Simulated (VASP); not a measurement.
# Zr (Pm-3m) in VASP: a series of runs

The runs below take Zr through single point, with LDA.

Program: VASP 6.6.1. These are calculated values, not measurements. Logs are shortened: lines on timing, memory, paths and dates and some standing lists are left out, and cuts for length are marked.

### Step 1. The cell of the first run

Symmetry: Pm-3m, No. 221, cubic system. The conventional cell has a = 2.618 Å, b = 2.618 Å, c = 2.618 Å, α = 90.00°, β = 90.00°, γ = 90.00°. Zr (site symmetry m-3m) has 6 Zr at 2.62 Å within 3.5 Å.

### Step 2. Single point, LDA

INCAR reads:

```
SYSTEM = Zr
ALGO = Normal ; EDIFF = 1E-6
ENCUT = 520 ; ISIF = 2
ISMEAR = -1 ; LASPH = .True.
LCHARG = .False. ; LREAL = .False.
LWAVE = .False. ; NBANDS = 12
NELM = 100 ; PREC = Accurate
SIGMA = 0.05
```

KPOINTS reads:

```
k-points
0
Gamma
  14 14 14
  0 0 0
```

POSCAR reads:

```
Zr
1.0
    2.6180534079      0.0000000000      0.0000000000
    0.0000000000      2.6180534079      0.0000000000
    0.0000000000      0.0000000000      2.6180534079
Zr
1
Direct
    0.0000000000      0.0000000000      0.0000000000
```

Potentials or basis: VASP PAW LDA potentials, release 64 (Zr_sv).

Launch:

```bash
cat potpaw_LDA.64/Zr_sv/POTCAR > POTCAR
mpirun -np 1 vasp_std > vasp.out
```

OUTCAR:

```text
SYSTEM = Zr
   EDIFF = 1E-6
   ENCUT = 520
   ISIF = 2
   ISMEAR = -1
   LASPH = .True.
   LREAL = .False.
   NELM = 100
   PREC = Accurate

 ion  position               nearest neighbor table
   1  0.000  0.000  0.000-

  LATTYP: Found a simple cubic cell.
 ALAT       =     2.6180534079

  Lattice vectors:

 A1 = (   2.6180534079,   0.0000000000,   0.0000000000)
 A2 = (   0.0000000000,   2.6180534079,   0.0000000000)
 A3 = (   0.0000000000,   0.0000000000,   2.6180534079)

Analysis of symmetry for initial positions (statically):
=====================================================================
 Subroutine PRICEL returns:
 Original cell was already a primitive cell.

 Routine SETGRP: Setting up the symmetry group for a
 simple cubic supercell.

 Subroutine GETGRP returns: Found 48 space group operations
 (whereof 48 operations were pure point group operations)
 out of a pool of 48 trial point group operations.

The static configuration has the point symmetry O_h .

Analysis of symmetry for dynamics (positions and initial velocities):
=====================================================================
 Subroutine PRICEL returns:
 Original cell was already a primitive cell.

 Routine SETGRP: Setting up the symmetry group for a
 simple cubic supercell.

 Subroutine GETGRP returns: Found 48 space group operations
 (whereof 48 operations were pure point group operations)
 out of a pool of 48 trial point group operations.

The dynamic configuration has the point symmetry O_h .

 Subroutine INISYM returns: Found 48 space group operations
 (whereof 48 operations are pure point group operations),
 and found     1 'primitive' translations

----------------------------------------------------------------------------------------

                                     Primitive cell

  volume of cell :      17.9447

  direct lattice vectors                    reciprocal lattice vectors
     2.618053408  0.000000000  0.000000000     0.381963178  0.000000000  0.000000000
     0.000000000  2.618053408  0.000000000     0.000000000  0.381963178  0.000000000
     0.000000000  0.000000000  2.618053408     0.000000000  0.000000000  0.381963178

  length of vectors
     2.618053408  2.618053408  2.618053408     0.381963178  0.381963178  0.381963178

  position of ions in fractional coordinates (direct lattice)
     0.000000000  0.000000000  0.000000000

  ion indices of the primitive-cell ions
   primitive index   ion index
                 1           1

----------------------------------------------------------------------------------------

 KPOINTS: k-points

Automatic generation of k-mesh.
 Grid dimensions read from file:
 generate k-points for:   14   14   14

 Generating k-lattice:

  Cartesian coordinates                     Fractional coordinates (reciprocal lattice)
     0.027283084  0.000000000  0.000000000     0.071428571  0.000000000  0.000000000
     0.000000000  0.027283084  0.000000000     0.000000000  0.071428571  0.000000000
     0.000000000  0.000000000  0.027283084     0.000000000  0.000000000  0.071428571

  Length of vectors
     0.027283084  0.027283084  0.027283084

  Shift w.r.t. Gamma in fractional coordinates (k-lattice)
     0.000000000  0.000000000  0.000000000

 Subroutine IBZKPT returns following result:
 ===========================================

 Found    120 irreducible k-points:

 Following reciprocal coordinates:
            Coordinates               Weight
  0.000000  0.000000  0.000000      1.000000
  0.071429  0.000000  0.000000      6.000000
  0.142857  0.000000  0.000000      6.000000
  0.214286  0.000000  0.000000      6.000000
  0.285714  0.000000  0.000000      6.000000
  0.357143  0.000000  0.000000      6.000000
[... 16 lines left out ...]
  0.285714  0.214286  0.000000     24.000000
  0.357143  0.214286  0.000000     24.000000
 [... further k-points ...]
   k-points           NKPTS =    120   k-points in BZ     NKDIM =    120   number of bands    NBANDS=     12
   number of dos      NEDOS =    301   number of ions     NIONS =      1
   total plane-waves  NPLWV =   8000
   dimension x,y,z NGX =    20 NGY =   20 NGZ =   20
   dimension x,y,z NGXF=    40 NGYF=   40 NGZF=   40
   ions per type =               1
   NGX,Y,Z   is equivalent  to a cutoff of  12.70, 12.70, 12.70 a.u.
   NGXF,Y,Z  is equivalent  to a cutoff of  25.40, 25.40, 25.40 a.u.
 SYSTEM =  Zr
   PREC   = accura    normal or accurate (medium, high low for compatibility)
   ISTART =      0    job   : 0-new  1-cont  2-samecut
   ICHARG =      2    charge: 1-file 2-atom 10-const
   ISPIN  =      1    spin polarized calculation?
   LNONCOLLINEAR =      F non collinear calculations
   LSORBIT =      F    spin-orbit coupling
   LASPH  =      T    aspherical Exc in radial PAW
   ENCUT  =  520.0 eV  38.22 Ry    6.18 a.u.   4.87  4.87  4.87*2*pi/ulx,y,z
   NELM   =    100;   NELMIN=  2; NELMDL= -5     # of ELM steps
   EDIFF  = 0.1E-05   stopping-criterion for ELM
   LREAL  =      F    real-space projection
   EDIFFG = 0.1E-04   stopping-criterion for IOM
   NSW    =      0    number of steps for IOM
   IBRION =     -1    ionic relax: 0-MD 1-quasi-New 2-CG
   NFREE  =      0    steps in history (QN), initial steepest desc. (CG)
   ISIF   =      2    stress and relaxation
   ISYM   =      2    0-nonsym 1-usesym 2-fastsym
   POTIM  = 0.5000    time-step for ionic-motion
   TEBEG  =    0.0;   TEEND  =   0.0 temperature during run
   PSTRESS=    0.0 pullay stress
   NELECT =      12.0000    total number of electrons
   NUPDOWN=      -1.0000    fix difference up-down
   EMIN   =  10.00;   EMAX   =-10.00  energy-range for DOS
   EFERMI =   0.00;   METHOD = LEGACY
   ISMEAR =    -1;   SIGMA  =   0.05  broadening in eV -4-tet -1-fermi 0-gaus
   EFERMI_NEDOS =   21; number of points for ismear=-14 and -15
   IALGO  =     38    algorithm
   IMIX   =      4    mixing-type and parameters
     AMIX     =   0.40;   BMIX     =  1.00
     AMIX_MAG =   1.60;   BMIX_MAG =  1.00
  volume/ion in A,a.u.               =      17.94       121.10
  Fermi-wavevector in a.u.,A,eV,Ry     =   1.431606  2.705342 27.885070  2.049495
  Thomas-Fermi vector in A             =   2.551324
   LORBIT       =      0    0 simple, 1 ext, 2 COOP (PROOUT), +10 PAW based schemes
   GGA     = CA    functional components
   LHFCALC =     F    Hartree Fock is set to
   AEXX    =    0.0000 exact exchange contribution
   IVDW    =     0    specifies the selected vdW correction
   LEPSILON=     F    determine dielectric tensor
   LRPA    =     F    only Hartree local field effects (RPA)
 non-spin polarized calculation
  energy-cutoff  :      520.00
  volume of cell :       17.94
 maximum number of plane-waves:       500
 NGX is ok and might be reduce to    20
   NGX =  9   NGY =  9   NGZ =  9

 number of electron      12.0000001 magnetization

 Free energy of the ion-electron system (eV)
  ---------------------------------------------------
  ext. energy  EPLUGINS =         0.00000000
  ---------------------------------------------------
  free energy    TOTEN  =        -8.07763487 eV

  energy without entropy =       -8.06518157  energy(sigma->0) =       -8.07140822

 E-fermi :  11.6638     XC(G=0): -12.4318

 val. band max:       11.6552119750   @ k =   0.5000   0.2143   0.2143
 cond. band min:      11.6758412059   @ k =   0.3571   0.2857   0.1429
 fundamental gap:      0.0206292309
 Fermi energy:        11.6638281880

 k-point     1 :       0.0000    0.0000    0.0000
  band No.  band energies     occupation
      1     -36.6786      2.00000
      2     -13.3454      2.00000
      3     -13.3454      2.00000
      4     -13.3454      2.00000
      5       6.3685      2.00000
      6       8.9577      2.00000
      7       8.9577      2.00000
      8      19.4479      0.00000
      9      19.4479      0.00000
     10      19.4479      0.00000
     11      27.3712      0.00000
     12      27.3712      0.00000

 k-point     2 :       0.0714    0.0000    0.0000
  band No.  band energies     occupation
      1     -36.6577      2.00000
      2     -13.5101      2.00000
      3     -13.3316      2.00000
      4     -13.3316      2.00000
      5       6.5499      2.00000
      6       9.0095      2.00000
      7       9.2019      2.00000
      8      19.0567      0.00000
      9      19.0567      0.00000
     10      19.4728      0.00000
     11      26.6433      0.00000
     12      27.8048      0.00000

 k-point     3 :       0.1429    0.0000    0.0000
  band No.  band energies     occupation
      1     -36.5986      2.00000
      2     -13.9540      2.00000
      3     -13.2925      2.00000
      4     -13.2925      2.00000
      5       7.0120      2.00000
      6       9.1588      2.00000
      7       9.9344      2.00000
      8      18.1345      0.00000
      9      18.1345      0.00000
     10      19.5432      0.00000
     11      25.1514      0.00000
     12      28.8272      0.00000
[... 286 lines left out ...]
 k-point    23 :       0.2857    0.2143    0.0000
  band No.  band energies     occupation
      1     -36.2501      2.00000
      2     -15.0245      2.00000
      3     -14.3243      2.00000
      4     -13.0660      2.00000
      5       9.0872      2.00000
      6      10.6057      2.00000
      7      12.8721      0.00000
      8      15.0542      0.00000
      9      16.3871      0.00000
     10      17.6602      0.00000
     11      24.1357      0.00000
     12      26.9530      0.00000

 k-point    24 :       0.3571    0.2143    0.0000
  band No.  band energies     occupation
      1     -36.1605      2.00000
      2     -15.5420      2.00000
      3     -14.2483      2.00000
      4     -13.0090      2.00000
      5       9.4200      2.00000
      6      10.5229      2.00000
      7      13.0005      0.00000
      8      15.6835      0.00000
      9      16.0445      0.00000
     10      17.7951      0.00000
     11      23.5947      0.00000
     12      27.7606      0.00000

 [... further k-points ...]
[... 5 lines left out ...]
  --------------------------------------------------------------------------------------
  -------------------------------------------------------------------------------------
  Total        3.4018747      3.4018747      3.4018747      0.0000000      0.0000000     -0.0000000
  in kB      303.7339850    303.7339850    303.7339850      0.0000000      0.0000000     -0.0000000
  external PRESSURE =     303.7339850 kB  Pullay stress =       0.0000000 kB

 VOLUME and BASIS-vectors are now :
 -----------------------------------------------------------------------------
  energy-cutoff  :      520.00
  volume of cell :       17.94
      direct lattice vectors                 reciprocal lattice vectors
     2.618053408  0.000000000  0.000000000     0.381963178  0.000000000  0.000000000
     0.000000000  2.618053408  0.000000000     0.000000000  0.381963178  0.000000000
     0.000000000  0.000000000  2.618053408     0.000000000  0.000000000  0.381963178

 POSITION                                       TOTAL-FORCE (eV/Angst)
 -----------------------------------------------------------------------------------
      0.00000      0.00000      0.00000         0.000000      0.000000      0.000000
 -----------------------------------------------------------------------------------
    total drift:                               -0.000000      0.000000      0.000000

  FREE ENERGIE OF THE ION-ELECTRON SYSTEM (eV)
  ---------------------------------------------------
  free  energy   TOTEN  =        -8.0776348704 eV

  energy  without entropy=       -8.0651815685  energy(sigma->0) =       -8.07140822
```

Run time: 6 s. Hardware: 1 thread of Intel Xeon 6975P-C (Granite Rapids), shared host; peak memory 0.13 GiB.

Results:

```
Free energy            : -8.0776 eV
Pressure               : 30.4 GPa
Band gap on the k mesh : zero (band 6 reaches 12.99 eV, above the bottom of band 7 at 8.91 eV)
```

### Step 3. Single point, LDA

This run uses another cell than the first one, of 19.09 Å³/atom, 1.064 times its volume.

INCAR reads:

```
PREC = Accurate
ENCUT = 520
EDIFF = 1E-6
ISMEAR = -1
SIGMA = 0.05
LREAL = F
LASPH = T
NELM = 60
ALGO = Normal
ISIF = 2
LWAVE = F
LCHARG = F
NBANDS = 12
```

KPOINTS reads:

```
regular mesh
0
Gamma
  14 14 14
```

POSCAR reads:

```
Zr
1.0
    2.6726390304      0.0000000000      0.0000000000
    0.0000000000      2.6726390304      0.0000000000
    0.0000000000      0.0000000000      2.6726390304
Zr
1
Direct
    0.0000000000      0.0000000000      0.0000000000
```

Potentials or basis: VASP PAW LDA potentials, release 64 (Zr_sv).

Launch:

```bash
cat potpaw_LDA.64/Zr_sv/POTCAR > POTCAR
mpirun -np 1 vasp_std > vasp.out
```

OUTCAR:

```text
PREC = Accurate
   ENCUT = 520
   EDIFF = 1E-6
   ISMEAR = -1
   LREAL = F
   LASPH = T
   NELM = 60
   ISIF = 2

 ion  position               nearest neighbor table
   1  0.000  0.000  0.000-

  LATTYP: Found a simple cubic cell.
 ALAT       =     2.6726390304

  Lattice vectors:

 A1 = (   2.6726390304,   0.0000000000,   0.0000000000)
 A2 = (   0.0000000000,   2.6726390304,   0.0000000000)
 A3 = (   0.0000000000,   0.0000000000,   2.6726390304)

Analysis of symmetry for initial positions (statically):
=====================================================================
 Subroutine PRICEL returns:
 Original cell was already a primitive cell.

 Routine SETGRP: Setting up the symmetry group for a
 simple cubic supercell.

 Subroutine GETGRP returns: Found 48 space group operations
 (whereof 48 operations were pure point group operations)
 out of a pool of 48 trial point group operations.

The static configuration has the point symmetry O_h .

Analysis of symmetry for dynamics (positions and initial velocities):
=====================================================================
 Subroutine PRICEL returns:
[... 159 lines left out ...]
 fundamental gap:      0.0047751192
 Fermi energy:        10.8317023563

 k-point     1 :       0.0000    0.0000    0.0000
  band No.  band energies     occupation
      1     -37.4396      2.00000
      2     -14.3449      2.00000
      3     -14.3449      2.00000
      4     -14.3449      2.00000
      5       5.5507      2.00000
      6       8.3720      2.00000
      7       8.3720      2.00000
      8      18.1469      0.00000
      9      18.1469      0.00000
     10      18.1469      0.00000
     11      25.9242      0.00000
     12      25.9242      0.00000
[... 331 lines left out ...]
 k-point    24 :       0.3571    0.2143    0.0000
  band No.  band energies     occupation
      1     -37.0157      2.00000
      2     -16.2267      2.00000
      3     -15.1164      2.00000
      4     -14.0615      2.00000
      5       8.6305      2.00000
      6       9.7927      2.00000
      7      12.0171      0.00000
      8      14.6875      0.00000
      9      14.8742      0.00000
     10      16.6348      0.00000
     11      22.2439      0.00000
     12      26.2867      0.00000

 [... further k-points ...]
[... 5 lines left out ...]
  --------------------------------------------------------------------------------------
  -------------------------------------------------------------------------------------
  Total        2.4137535      2.4137535      2.4137535     -0.0000000     -0.0000000     -0.0000000
  in kB      202.5734743    202.5734743    202.5734743     -0.0000000     -0.0000000     -0.0000000
  external PRESSURE =     202.5734743 kB  Pullay stress =       0.0000000 kB

 VOLUME and BASIS-vectors are now :
 -----------------------------------------------------------------------------
  energy-cutoff  :      520.00
  volume of cell :       19.09
      direct lattice vectors                 reciprocal lattice vectors
     2.672639030  0.000000000  0.000000000     0.374162013  0.000000000  0.000000000
     0.000000000  2.672639030  0.000000000     0.000000000  0.374162013  0.000000000
     0.000000000  0.000000000  2.672639030     0.000000000  0.000000000  0.374162013

 POSITION                                       TOTAL-FORCE (eV/Angst)
 -----------------------------------------------------------------------------------
      0.00000      0.00000      0.00000         0.000000      0.000000      0.000000
 -----------------------------------------------------------------------------------
    total drift:                                0.000000      0.000000      0.000000

  FREE ENERGIE OF THE ION-ELECTRON SYSTEM (eV)
  ---------------------------------------------------
  free  energy   TOTEN  =        -8.2578230977 eV

  energy  without entropy=       -8.2442896278  energy(sigma->0) =       -8.25105636
```

OSZICAR:

```text
N       E                     dE             d eps       ncg     rms          rms(c)
DAV:   1     0.912592056351E+02    0.91259E+02   -0.71268E+03  2888   0.103E+03
DAV:   2    -0.543942016760E+01   -0.96699E+02   -0.93561E+02  3320   0.283E+02
DAV:   3    -0.834165340885E+01   -0.29022E+01   -0.28255E+01  4172   0.415E+01
DAV:   4    -0.838696822682E+01   -0.45315E-01   -0.44657E-01  3308   0.501E+00
DAV:   5    -0.838824269755E+01   -0.12745E-02   -0.12740E-02  4036   0.605E-01    0.165E+01
DAV:   6    -0.825978391376E+01    0.12846E+00   -0.21875E-01  3384   0.427E+00    0.780E+00
DAV:   7    -0.825523908755E+01    0.45448E-02   -0.10550E-01  3892   0.283E+00    0.107E+00
DAV:   8    -0.825785140129E+01   -0.26123E-02   -0.10760E-02  3344   0.120E+00    0.859E-02
DAV:   9    -0.825783455823E+01    0.16843E-04   -0.27922E-04  3504   0.161E-01    0.181E-02
DAV:  10    -0.825782304270E+01    0.11516E-04   -0.11386E-05  3596   0.370E-02    0.373E-03
DAV:  11    -0.825782309774E+01   -0.55036E-07   -0.34481E-07  1904   0.704E-03
   1 F= -.82578231E+01 E0= -.82510564E+01  d E =-.135335E-01
```

stdout:

```text
POSCAR found type information on POSCAR Zr
 POSCAR found :  1 types and       1 ions
 scaLAPACK will be used
 LDA part: xc-table for (Slater(with rela. corr.)+CA(PZ))
 , standard interpolation
 POSCAR, INCAR and KPOINTS ok, starting setup
 FFT: planning ... GRIDC
 FFT: planning ... GRID_SOFT
 FFT: planning ... GRID
 WAVECAR not read
 entering main loop
```

It took 6.2 s on 1 thread of Intel Xeon 6975P-C (Granite Rapids), shared host; peak memory 0.13 GiB.

Results:

| Item | Value |
| --- | --- |
| Free energy | -8.2578 eV |
| Pressure | 20.3 GPa |
| Band gap on the k mesh | zero (band 6 reaches 12.01 eV, above the bottom of band 7 at 8.37 eV) |

[end of part 1 of 2]
